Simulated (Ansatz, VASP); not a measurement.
# Two plane-wave programs on HfO2

INCAR

```
SYSTEM = HfO2
ALGO = Normal ; EDIFF = 1E-6
EDIFFG = -0.01 ; ENCUT = 520
GGA = PS ; IBRION = 2
ISIF = 2 ; ISMEAR = 0
LASPH = .TRUE. ; LCHARG = .FALSE.
LREAL = .FALSE. ; LWAVE = .FALSE.
NELM = 100 ; NSW = 70
PREC = Accurate ; SIGMA = 0.05
```

The input KPOINTS:

```
k-points
0
G
  6 6 6
  0 0 0
```

Contents of POSCAR:

```
HfO2
1.0
    0.0000000000     -2.5220673945     -2.5220673945
    0.0000000000      2.5220673945     -2.5220673945
    5.0441347890      0.0000000000      0.0000000000
Hf O
2 4
Direct
    0.0000000000      0.0000000000      0.0000000000
    0.5000000000      0.5000000000      0.5000000000
    0.0000000000      0.5000000000      0.7019441866
    0.5000000000      0.0000000000      0.2980558134
    0.0000000000      0.5000000000      0.2019441866
    0.5000000000      0.0000000000      0.7980558134
```

Input for Ansatz:

```yaml
crystal:
  lattice:
    - [0.0, -2.5220673945, -2.5220673945]
    - [0.0, 2.5220673945, -2.5220673945]
    - [5.044134789, 0.0, 0.0]
  atoms:
    - { symbol: Hf, position: [0.0, 0.0, 0.0] }
    - { symbol: Hf, position: [0.5, 0.5, 0.5] }
    - { symbol: O, position: [0.0, 0.5, 0.7019441866] }
    - { symbol: O, position: [0.5, 0.0, 0.2980558134] }
    - { symbol: O, position: [0.0, 0.5, 0.2019441866] }
    - { symbol: O, position: [0.5, 0.0, 0.7980558134] }
basis:
  ecutwfc: 520.0
kpoints:
  mp_grid: { grid: [6, 6, 6] }
hamiltonian:
  xc: pbesol
  pseudopotentials: { kind: paw, azcp: { folder: soft_1 } }
scf:
  occupations: { method: gaussian, width: 0.05 }
output:
  forces: true
  stress: true
  eigenvalues: true
  write_density: true
  write_potential: true
  elf: true
  volumetric_format: npy
relax:
  adjacent_minimum: "off"
  f_tol: 0.01
  max_steps: 50
```

Alike in both runs: task relaxation of the atoms; functional PBEsol; k mesh 6 × 6 × 6; occupations gaussian, width 0.05 eV; no spin polarisation.

```csv
,VASP,Ansatz
version,VASP 6.6.1,Ansatz 0.2.0
potentials or method,"VASP PAW PBE potentials, release 64 (Hf_pv, O), cutoff 520 eV","scalar-relativistic, plane waves, PAW"
valence electrons in the cell,44,76
```

|  | VASP | Ansatz | Ansatz less VASP |
| --- | --- | --- | --- |
| gap on the k mesh at the Fermi level, each at its own relaxed structure (eV) | 4.39 | 4.42 | +0.029 |

VASP's potentials were made for PBE, not for PBEsol, and Ansatz warns of the same on its side. VASP's potentials hold 44 valence electrons a cell and Ansatz's 76, so a difference there can come from the potentials and not from the codes. Ansatz's warnings: stress scf threshold loose.

Neither program's run includes spin-orbit coupling.
